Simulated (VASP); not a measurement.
**Ca: relaxation of cell and atoms with PBE**

Crystal: Ca.

```
Ca
1.0
     1.97128   -3.39549    0.00000
     1.97128    3.39549    0.00000
     0.00000    0.00000    6.50911
Ca
2
Direct
  0.83559 0.16441 0.25000
  0.16441 0.83559 0.75000
```

- Program: VASP 6.6.1
- Task: relaxation of cell and atoms
- Functional: PBE
- Potentials or basis: VASP PAW PBE potentials, release 64 (Ca_sv)
- Cutoff: 600 eV
- k mesh: 12 × 12 × 8
- Occupations: gaussian, width 0.1 eV
- Spin: no spin polarisation
- Dipole correction: no
- Further INCAR settings: ALGO = Fast; EDIFF = 1e-06; IBRION = 2; EDIFFG = -0.005; NSW = 100; ISIF = 3

The relaxed volume is 42.44 Å³/atom and the relaxed cell is a = 3.911 Å, b = 3.911 Å, c = 6.420 Å, α = 90.00°, β = 90.00°, γ = 120.18°. The space group after relaxing (to 0.1 Å) is P6_3/mmc (No. 194), the energy gained by relaxing is 1.9 meV/atom and the ionic steps are 13. The pressure after relaxing is 0.0 GPa. The largest force after relaxing is 0.004 eV/Å and the band gap on the k mesh is zero (bands 10 and 11 overlap by 0.51 eV).

Forces in eV/Å, atoms in the order of the input:
```
Ca   0.000  0.004  0.000
Ca   0.000 -0.004  0.000
```

The path:
```tsv
step	energy change (eV)	largest force (eV/Å)	pressure (GPa)	volume (Å³)
1	0.0000	0.0162	-0.45	87.14
2	-0.0032	0.0132	-0.15	85.60
3	-0.0036	0.0110	0.05	84.53
4	-0.0037	0.0113	0.03	84.69
5	-0.0037	0.0117	0.00	84.84
6	-0.0037	0.0115	0.03	84.76
7	-0.0037	0.0087	0.02	84.81
8	-0.0038	0.0064	0.02	84.86
9	-0.0038	0.0051	0.01	84.88
10	-0.0038	0.0059	0.00	84.88
11	-0.0038	0.0060	0.00	84.87
12	-0.0038	0.0064	0.00	84.87
13	-0.0038	0.0039	0.01	84.88
```

Final structure:
```cif
data_structure
_symmetry_space_group_name_H-M 'P 1'
_symmetry_Int_Tables_number 1
_cell_length_a 3.9109
_cell_length_b 3.9109
_cell_length_c 6.4200
_cell_angle_alpha 90.000
_cell_angle_beta 90.000
_cell_angle_gamma 120.185
_cell_volume 84.88
loop_
_atom_site_label
_atom_site_type_symbol
_atom_site_fract_x
_atom_site_fract_y
_atom_site_fract_z
_atom_site_occupancy
Ca1 Ca 0.83509 0.16491 0.25000 1
Ca2 Ca 0.16491 0.83509 0.75000 1
```

Levels at points of the mesh, in eV from the Fermi level:
| k point | band 7 | band 8 | band 9 | band 10 | band 11 | band 12 | band 13 | band 14 |
| --- | --- | --- | --- | --- | --- | --- | --- | --- |
| (0.00, 0.00, 0.00) | -23.00 | -23.00 | -4.08 | -1.08 | -0.26 | 2.23 | 2.24 | 2.28 |
| (0.50, 0.00, 0.00) | -23.03 | -23.02 | -1.14 | -0.71 | 0.18 | 0.35 | 1.35 | 1.89 |
| (0.50, 0.50, 0.00) | -23.03 | -23.02 | -1.14 | -0.74 | 0.20 | 0.36 | 1.30 | 1.85 |
| (0.00, 0.00, 0.50) | -23.01 | -23.01 | -3.08 | -3.08 | 1.35 | 1.35 | 2.24 | 2.26 |
| (0.50, 0.00, 0.50) | -23.03 | -23.03 | -0.71 | -0.71 | 0.07 | 0.07 | 1.43 | 1.43 |
| (0.50, 0.50, 0.50) | -23.03 | -23.03 | -0.72 | -0.72 | 0.07 | 0.07 | 1.41 | 1.41 |

Run time: 29 min on 1 thread of Oxide Virtual Turin-like Processor, with other jobs on the host, peak memory 0.42 GiB.
